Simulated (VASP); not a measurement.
SiC: single point with PBEsol

Crystal: SiC.

```xyz
2
Lattice="0.0000 2.2610 2.1740 2.2610 0.0000 2.1740 2.2610 2.2610 0.0000" Properties=species:S:1:pos:R:3 pbc="T T T"
Si    0.0000    0.0000    0.0000
C     3.3914    3.3914    3.2610
```

This cell differs from its parent crystal: strain +0.040 along x and y, +0.000 along z.

| Quantity | Value |
| --- | --- |
| Program | VASP 6.6.1 |
| Task | single point |
| Functional | PBEsol |
| Potentials or basis | VASP PAW PBE potentials, release 64 (Si, C) |
| Cutoff | 520 eV |
| k mesh | 12 × 12 × 12 |
| Occupations | gaussian, width 0.05 eV |
| Spin | no spin polarisation |
| Dipole correction | no |
| Further INCAR settings | ALGO = Normal; EDIFF = 1e-07; NBANDS = 11 |

| Property | Result |
| --- | --- |
| Pressure | -13.7 GPa |
| Band gap on the k mesh | 0.91 eV, indirect (least direct gap 4.32 eV) |

Stress tensor (GPa, compression positive):
```
-16.71   0.00   0.00
  0.00 -16.71   0.00
  0.00   0.00  -7.70
```

Levels at points of the mesh, in eV from the valence-band top:
```csv
k point,band 1,band 2,band 3,band 4,band 5,band 6,band 7,band 8,band 9
"(0.00, 0.00, 0.00)",-15.04,-0.24,-0.24,0.00,5.19,6.53,6.65,6.65,13.32
"(0.50, 0.00, 0.00)",-11.69,-8.38,-1.42,-0.99,4.48,6.43,7.06,9.38,14.88
"(0.50, 0.50, 0.00)",-10.11,-7.47,-3.50,-3.50,0.91,3.36,12.88,12.88,13.96
"(0.50, 0.00, 0.50)",-10.39,-7.93,-3.13,-3.07,1.25,4.02,12.46,13.36,13.54
```

It took 24 s on 1 thread of Intel(R) Xeon(R) 6975P-C (Granite Rapids) (shared host), peak memory 0.16 GiB.

Caveat: the cell differs from its parent crystal (strain +0.040 along x and y, +0.000 along z); the PAW data sets were made with another functional, which shifts forces and pressure a little. A k mesh can miss the band edges.
